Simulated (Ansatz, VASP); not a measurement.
In3Sb: VASP beside Ansatz

INCAR

```
ALGO = Fast ; EDIFF = 1E-6
ENCUT = 520 ; GGA = PS
ISIF = 2 ; ISMEAR = 0
LASPH = True ; LCHARG = True
LELF = True ; LREAL = False
LVHAR = True ; LWAVE = False
NBANDS = 30 ; NELM = 60
PREC = Accurate ; SIGMA = 0.1
```

File KPOINTS:

```
k-points
0
Gamma
  4 4 4
```

Contents of POSCAR:

```
In3Sb
1.0
    4.8369620000      0.0000000000      0.0000000000
    0.0000000000      4.8369620000      0.0000000000
    0.0000000000      0.0000000000      4.8369620000
In Sb
3 1
Direct
    0.5000000000      0.5000000000      0.0000000000
    0.5000000000      0.0000000000      0.5000000000
    0.0000000000      0.5000000000      0.5000000000
    0.0000000000      0.0000000000      0.0000000000
```

Input for Ansatz:

```yaml
crystal:
  lattice:
    - [4.836962, 0.0, 0.0]
    - [0.0, 4.836962, 0.0]
    - [0.0, 0.0, 4.836962]
  atoms:
    - { symbol: In, position: [0.5, 0.5, 0.0] }
    - { symbol: In, position: [0.5, 0.0, 0.5] }
    - { symbol: In, position: [0.0, 0.5, 0.5] }
    - { symbol: Sb, position: [0.0, 0.0, 0.0] }
basis:
  ecutwfc: 420
kpoints:
  mp_grid: { grid: [4, 4, 4] }
hamiltonian:
  xc: pbesol
scf:
  occupations: { method: gaussian, width: 0.1 }
output:
  forces: true
  stress: true
  eigenvalues: true
```

Alike in both runs: task single point; functional PBEsol; k mesh 4 × 4 × 4; occupations gaussian, width 0.1 eV; no spin polarisation.

|  | VASP | Ansatz |
| --- | --- | --- |
| version | VASP 6.6.1 | Ansatz 0.2.0 |
| potentials or method | VASP PAW PBE potentials, release 64 (In_d, Sb), cutoff 520 eV | scalar-relativistic, plane waves, PAW |
| valence electrons in the cell | 44 | 54 |

```tsv
	VASP	Ansatz	Ansatz less VASP
gap on the k mesh at the Fermi level (eV)	none	none	-
pressure (GPa)	-3.2	-3.2	0.00
```

VASP's potentials were made for PBE, not for PBEsol. A gap of «none» marks a metal or a gap that the smearing closes. With one functional, cell and mesh, what is left measures potentials, basis and numerics. VASP's potentials hold 44 valence electrons a cell and Ansatz's 54, so a difference there can come from the potentials and not from the codes.

Spin-orbit coupling is off throughout.
